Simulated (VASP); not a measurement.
# GaCo (Pm-3m) in VASP: relaxation of cell and atoms with PBE

Aim: the relaxation of cell and atoms of GaCo with PBE.

Everything below comes from runs of VASP 6.6.1. Logs are shortened: lines on timing, memory, paths and dates and some standing lists are left out, and cuts for length are marked.

## (1) The cell of the first run

Symmetry: Pm-3m, No. 221, cubic system. The conventional cell has a = 3.035 Å, b = 3.035 Å, c = 3.035 Å, α = 90.00°, β = 90.00°, γ = 90.00°. Ga (site symmetry m-3m) has 8 Co at 2.63 Å and 6 Ga at 3.04 Å within 3.5 Å. Within 3.5 Å of Co (site symmetry m-3m) lie 8 Ga at 2.63 Å and 6 Co at 3.04 Å.

The cell was built from a structure type or drawn by symmetry, and may not be a known phase.

## (2) Relaxation of cell and atoms, PBE, collinear spin, ferromagnetic start

The input, INCAR:

```
SYSTEM = GaCo
  PREC = Accurate
  ENCUT = 600
  EDIFF = 1E-7
  ISMEAR = 0
  SIGMA = 0.2
  LREAL = .False.
  LASPH = .True.
  NELM = 200
  ALGO = Normal
  ISIF = 3
  LWAVE = .False.
  LCHARG = .False.
  ISPIN = 2
  MAGMOM = 0 3
  LORBIT = 11
  LMAXMIX = 4
  GGA = PE
  IBRION = 2
  NSW = 36
  EDIFFG = -0.08
  GGA_COMPAT = .False.
  NELMIN = 4
```

The input, KPOINTS:

```
regular mesh
0
Gamma
  6 6 6
  0 0 0
```

The input, POSCAR:

```
GaCo
1.0
    3.0350934700      0.0000000000      0.0000000000
    0.0000000000      3.0350934700      0.0000000000
    0.0000000000      0.0000000000      3.0350934700
Ga Co
1 1
Direct
    0.0000000000      0.0000000000      0.0000000000
    0.5000000000      0.5000000000      0.5000000000
```

Potentials or basis: VASP PAW PBE potentials, release 64 (Ga_d, Co_sv).

Run with:

```console
> cat potpaw_PBE.64/Ga_d/POTCAR potpaw_PBE.64/Co_sv/POTCAR > POTCAR
> mpirun -np 1 vasp_std > vasp.out
```

OUTCAR:

```text
SYSTEM = GaCo
   PREC = Accurate
   ENCUT = 600
   EDIFF = 1E-7
   ISMEAR = 0
   LREAL = .False.
   LASPH = .True.
   NELM = 200
   ISIF = 3
   ISPIN = 2
   LORBIT = 11
   GGA = PE
   IBRION = 2
   NSW = 36
   EDIFFG = -0.08
   NELMIN = 4

 ion  position               nearest neighbor table
   1  0.000  0.000  0.000-   2 2.63   2 2.63   2 2.63   2 2.63   2 2.63   2 2.63   2 2.63   2 2.63

   2  0.500  0.500  0.500-   1 2.63   1 2.63   1 2.63   1 2.63   1 2.63   1 2.63   1 2.63   1 2.63

  LATTYP: Found a simple cubic cell.
 ALAT       =     3.0350934700

  Lattice vectors:

 A1 = (   3.0350934700,   0.0000000000,   0.0000000000)
 A2 = (   0.0000000000,   3.0350934700,   0.0000000000)
 A3 = (   0.0000000000,   0.0000000000,   3.0350934700)

Analysis of symmetry for initial positions (statically):
=====================================================================
 Subroutine PRICEL returns:
 Original cell was already a primitive cell.

 Routine SETGRP: Setting up the symmetry group for a
 simple cubic supercell.

 Subroutine GETGRP returns: Found 48 space group operations
 (whereof 48 operations were pure point group operations)
 out of a pool of 48 trial point group operations.

The static configuration has the point symmetry O_h .

Analysis of symmetry for dynamics (positions and initial velocities):
=====================================================================
 Subroutine PRICEL returns:
 Original cell was already a primitive cell.

 Routine SETGRP: Setting up the symmetry group for a
 simple cubic supercell.

 Subroutine GETGRP returns: Found 48 space group operations
 (whereof 48 operations were pure point group operations)
 out of a pool of 48 trial point group operations.

The dynamic configuration has the point symmetry O_h .

Analysis of structural, dynamic, and magnetic symmetry:
=====================================================================
 Subroutine PRICEL returns:
 Original cell was already a primitive cell.

 Routine SETGRP: Setting up the symmetry group for a
 simple cubic supercell.

 Subroutine GETGRP returns: Found 48 space group operations
 (whereof 48 operations were pure point group operations)
 out of a pool of 48 trial point group operations.

The overall configuration has the point symmetry O_h .

 Subroutine INISYM returns: Found 48 space group operations
 (whereof 48 operations are pure point group operations),
 and found     1 'primitive' translations

----------------------------------------------------------------------------------------

                                     Primitive cell

  volume of cell :      27.9587

  direct lattice vectors                    reciprocal lattice vectors
     3.035093470  0.000000000  0.000000000     0.329479145  0.000000000  0.000000000
     0.000000000  3.035093470  0.000000000     0.000000000  0.329479145  0.000000000
     0.000000000  0.000000000  3.035093470     0.000000000  0.000000000  0.329479145

  length of vectors
     3.035093470  3.035093470  3.035093470     0.329479145  0.329479145  0.329479145

  position of ions in fractional coordinates (direct lattice)
     0.000000000  0.000000000  0.000000000
     0.500000000  0.500000000  0.500000000

  ion indices of the primitive-cell ions
   primitive index   ion index
                 1           1
                 2           2

----------------------------------------------------------------------------------------

 KPOINTS: regular mesh

Automatic generation of k-mesh.
 Grid dimensions read from file:
 generate k-points for:    6    6    6

 Generating k-lattice:

  Cartesian coordinates                     Fractional coordinates (reciprocal lattice)
     0.054913191  0.000000000  0.000000000     0.166666667  0.000000000  0.000000000
     0.000000000  0.054913191  0.000000000     0.000000000  0.166666667  0.000000000
     0.000000000  0.000000000  0.054913191     0.000000000  0.000000000  0.166666667

  Length of vectors
     0.054913191  0.054913191  0.054913191

  Shift w.r.t. Gamma in fractional coordinates (k-lattice)
     0.000000000  0.000000000  0.000000000

 Subroutine IBZKPT returns following result:
 ===========================================

 Found     20 irreducible k-points:

 Following reciprocal coordinates:
            Coordinates               Weight
  0.000000  0.000000  0.000000      1.000000
  0.166667  0.000000  0.000000      6.000000
  0.333333  0.000000  0.000000      6.000000
  0.500000  0.000000  0.000000      3.000000
  0.166667  0.166667  0.000000     12.000000
  0.333333  0.166667  0.000000     24.000000
[... 12 lines left out ...]
  0.500000  0.500000  0.333333      6.000000
  0.500000  0.500000  0.500000      1.000000
   k-points           NKPTS =     20   k-points in BZ     NKDIM =     20   number of bands    NBANDS=     21
   number of dos      NEDOS =    301   number of ions     NIONS =      2
   total plane-waves  NPLWV =  13824
   dimension x,y,z NGX =    24 NGY =   24 NGZ =   24
   dimension x,y,z NGXF=    48 NGYF=   48 NGZF=   48
   ions per type =               1   1
   NGX,Y,Z   is equivalent  to a cutoff of  13.15, 13.15, 13.15 a.u.
   NGXF,Y,Z  is equivalent  to a cutoff of  26.29, 26.29, 26.29 a.u.
 SYSTEM =  GaCo
   PREC   = accura    normal or accurate (medium, high low for compatibility)
   ISTART =      0    job   : 0-new  1-cont  2-samecut
   ICHARG =      2    charge: 1-file 2-atom 10-const
   ISPIN  =      2    spin polarized calculation?
   LNONCOLLINEAR =      F non collinear calculations
   LSORBIT =      F    spin-orbit coupling
   LASPH  =      T    aspherical Exc in radial PAW
   ENCUT  =  600.0 eV  44.10 Ry    6.64 a.u.   6.06  6.06  6.06*2*pi/ulx,y,z
   NELM   =    200;   NELMIN=  4; NELMDL= -5     # of ELM steps
   EDIFF  = 0.1E-06   stopping-criterion for ELM
   LREAL  =      F    real-space projection
   EDIFFG = -.8E-01   stopping-criterion for IOM
   NSW    =     36    number of steps for IOM
   IBRION =      2    ionic relax: 0-MD 1-quasi-New 2-CG
   NFREE  =      1    steps in history (QN), initial steepest desc. (CG)
   ISIF   =      3    stress and relaxation
   ISYM   =      2    0-nonsym 1-usesym 2-fastsym
   POTIM  = 0.5000    time-step for ionic-motion
   TEBEG  =    0.0;   TEEND  =   0.0 temperature during run
   PSTRESS=    0.0 pullay stress
   NELECT =      30.0000    total number of electrons
   NUPDOWN=      -1.0000    fix difference up-down
   EMIN   =  10.00;   EMAX   =-10.00  energy-range for DOS
   EFERMI =   0.00;   METHOD = LEGACY
   ISMEAR =     0;   SIGMA  =   0.20  broadening in eV -4-tet -1-fermi 0-gaus
   EFERMI_NEDOS =   21; number of points for ismear=-14 and -15
   IALGO  =     38    algorithm
   IMIX   =      4    mixing-type and parameters
     AMIX     =   0.40;   BMIX     =  1.00
     AMIX_MAG =   1.60;   BMIX_MAG =  1.00
  volume/ion in A,a.u.               =      13.98        94.34
  Fermi-wavevector in a.u.,A,eV,Ry     =   1.676010  3.167199 38.218878  2.809008
  Thomas-Fermi vector in A             =   2.760528
   LORBIT       =     11    0 simple, 1 ext, 2 COOP (PROOUT), +10 PAW based schemes
   GGA     = PE    functional components
   LHFCALC =     F    Hartree Fock is set to
   AEXX    =    0.0000 exact exchange contribution
   IVDW    =     0    specifies the selected vdW correction
   LEPSILON=     F    determine dielectric tensor
   LRPA    =     F    only Hartree local field effects (RPA)
 conjugate gradient relaxation of ions
 spin polarized calculation
 Gauss-broadening in eV      SIGMA  =   0.20
  energy-cutoff  :      600.00
  volume of cell :       27.96
 maximum number of plane-waves:       952
   NGX = 13   NGY = 13   NGZ = 13

--------------------------------------- Ionic step        1  -------------------------------------------

 number of electron      29.9999986 magnetization       0.2744751

 Free energy of the ion-electron system (eV)
  ---------------------------------------------------
  ext. energy  EPLUGINS =         0.00000000
  ---------------------------------------------------
  free energy    TOTEN  =       -10.28559379 eV

  energy without entropy =      -10.26301466  energy(sigma->0) =      -10.27430423

 E-fermi :   8.3187     XC(G=0): -12.4866

 val. band max:        8.2917060877   @ k =   0.5000   0.1667   0.1667
 cond. band min:       8.3316802782   @ k =   0.5000   0.3333   0.1667
 fundamental gap:      0.0399741905
 Fermi energy:         8.3187343840

 spin component 1

 k-point     1 :       0.0000    0.0000    0.0000
  band No.  band energies     occupation
      1     -86.2489      1.00000
      2     -49.5379      1.00000
      3     -49.5379      1.00000
      4     -49.5379      1.00000
      5      -6.4558      1.00000
      6      -6.4558      1.00000
[... 13 lines left out ...]
     20      18.4962      0.00000
     21      18.4962      0.00000
[... 1002 lines left out ...]
  FREE ENERGIE OF THE ION-ELECTRON SYSTEM (eV)
  ---------------------------------------------------
  free  energy   TOTEN  =       -10.4246384924 eV

  energy  without entropy=      -10.4049073832  energy(sigma->0) =      -10.41477294

--------------------------------------- Ionic step        3  -------------------------------------------

 number of electron      30.0000037 magnetization       0.0003568

 number of electron      30.0000036 magnetization      -0.0001826

 Free energy of the ion-electron system (eV)
  ---------------------------------------------------
  ext. energy  EPLUGINS =         0.00000000
  ---------------------------------------------------
  free energy    TOTEN  =       -10.57890010 eV

  energy without entropy =      -10.55518860  energy(sigma->0) =      -10.56704435

 E-fermi :  10.4942     XC(G=0): -13.3925

 val. band max:       10.3322989774   @ k =   0.5000   0.5000   0.5000
 cond. band min:      10.4990694060   @ k =   0.5000   0.3333   0.0000
 fundamental gap:      0.1667704286
 Fermi energy:        10.4942257710

 spin component 1

 k-point     1 :       0.0000    0.0000    0.0000
  band No.  band energies     occupation
      1     -84.1579      1.00000
      2     -47.4564      1.00000
      3     -47.4564      1.00000
      4     -47.4564      1.00000
      5      -4.6314      1.00000
      6      -4.6314      1.00000
[... 13 lines left out ...]
     20      21.5531      0.00000
     21      22.9737      0.00000
[... 959 lines left out ...]
 POSITION                                       TOTAL-FORCE (eV/Angst)
 -----------------------------------------------------------------------------------
      0.00000      0.00000      0.00000        -0.000000      0.000000      0.000000
      1.44051      1.44051      1.44051         0.000000     -0.000000      0.000000
 -----------------------------------------------------------------------------------
    total drift:                                0.000000      0.000000     -0.000000

  FREE ENERGIE OF THE ION-ELECTRON SYSTEM (eV)
  ---------------------------------------------------
  free  energy   TOTEN  =       -10.5789001008 eV

  energy  without entropy=      -10.5551886028  energy(sigma->0) =      -10.56704435

 reached required accuracy - stopping structural energy minimisation

 total charge

# of ion       s       p       d       tot
------------------------------------------
    1        0.845   0.887  10.052  11.784
    2        2.188   6.089   6.891  15.168
--------------------------------------------------
tot          3.033   6.977  16.943  26.952

 magnetization (x)

# of ion       s       p       d       tot
------------------------------------------
    1        0.000   0.000   0.000   0.000
    2       -0.000   0.000  -0.000  -0.000
--------------------------------------------------
tot          0.000   0.000  -0.000  -0.000
```

Wall time 36 s (1 thread of Intel Xeon 6975P-C (Granite Rapids), shared host); peak memory 0.16 GiB.

Results:

* Free energy: -10.5789 eV
* Relaxed volume: 11.96 Å³/atom
* Relaxed cell: a = 2.881 Å, b = 2.881 Å, c = 2.881 Å, α = 90.00°, β = 90.00°, γ = 90.00°
* Space group after relaxing (to 0.1 Å): Pm-3m (No. 221)
* Energy gained by relaxing: 146.7 meV/atom
* Ionic steps: 3
* Pressure after relaxing: -0.4 GPa
* Band gap on the k mesh: zero (filled and empty bands overlap)
* Net moment: 0.00 μB per cell
* Valence electrons inside the program's atomic spheres: Ga 11.78; Co 15.17

Step by step:
```csv
step,energy change (eV),largest force (eV/Å),pressure (GPa),volume (Å³)
1,0.0000,0.0000,-19.73,27.96
2,-0.1390,0.0000,23.45,21.56
3,-0.2933,0.0000,-0.43,23.91
```

Final structure:
```xyz
2
Lattice="2.8810 0.0000 0.0000 0.0000 2.8810 0.0000 0.0000 0.0000 2.8810" Properties=species:S:1:pos:R:3 pbc="T T T"
Ga    0.0000    0.0000    0.0000
Co    1.4405    1.4405    1.4405
```

Levels at points of the mesh, in eV from the Fermi level:
Spin up:
| k point | band 12 | band 13 | band 14 | band 15 | band 16 | band 17 | band 18 | band 19 |
| --- | --- | --- | --- | --- | --- | --- | --- | --- |
| (0.00, 0.00, 0.00) | -2.50 | -0.69 | -0.69 | -0.69 | 5.22 | 5.22 | 5.22 | 11.06 |
| (0.50, 0.00, 0.00) | -2.27 | -1.70 | -1.70 | -0.68 | 0.15 | 10.65 | 10.65 | 11.63 |
| (0.50, 0.50, 0.00) | -3.09 | -2.43 | -1.18 | -1.18 | -0.20 | 2.29 | 3.18 | 11.55 |
| (0.50, 0.50, 0.50) | -4.04 | -0.16 | -0.16 | 0.67 | 3.86 | 3.86 | 3.86 | 4.81 |
Spin down:
```
           k point  band 11  band 12  band 13  band 14  band 15  band 16  band 17  band 18  band 19  band 20
(0.00, 0.00, 0.00)    -2.50    -2.50    -0.69    -0.69    -0.69     5.22     5.22     5.22    11.06    11.06
(0.50, 0.00, 0.00)    -6.83    -2.27    -1.70    -1.70    -0.68     0.15    10.65    10.65    11.63    12.63
(0.50, 0.50, 0.00)    -3.09    -3.09    -2.43    -1.18    -1.18    -0.20     2.29     3.18    11.55    15.16
(0.50, 0.50, 0.50)    -4.04    -4.04    -0.16    -0.16     0.67     3.86     3.86     3.86     4.81     4.81
```
